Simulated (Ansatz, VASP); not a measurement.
# One calculation of YPb3, two programs

```xyz
4
Lattice="4.7906 0.0000 0.0000 0.0000 4.7906 0.0000 0.0000 0.0000 4.7906" Properties=species:S:1:pos:R:3 pbc="T T T"
Y     0.0000    0.0000    0.0000
Pb    0.0000    2.3953    2.3953
Pb    2.3953    0.0000    2.3953
Pb    2.3953    2.3953    0.0000
```

Change from the starting cell: volume scaled by 0.98, crystal datasets.

Alike in both runs: task electric field gradients; functional PBEsol; k mesh 8 × 8 × 8; occupations fermi-dirac, width 0.08 eV; no spin polarisation.

```csv
,VASP,Ansatz
version,VASP 6.6.1,Ansatz 0.2.0
potentials or method,"VASP PAW PBE potentials, release 64 (Y_sv, Pb_d), cutoff 520 eV","all-electron PAW with datasets made for the crystal, scalar-relativistic"
```

```csv
,VASP,Ansatz,Ansatz less VASP
pressure (GPa),0.6,0.6,+0.08
size of Vzz on the site where it differs most (V/Å²),314.3,320.4,+6.06
```

VASP's potentials were made for PBE, not for PBEsol. Ansatz ran all-electron here, and VASP with PAW potentials.

Spin-orbit coupling is off throughout.
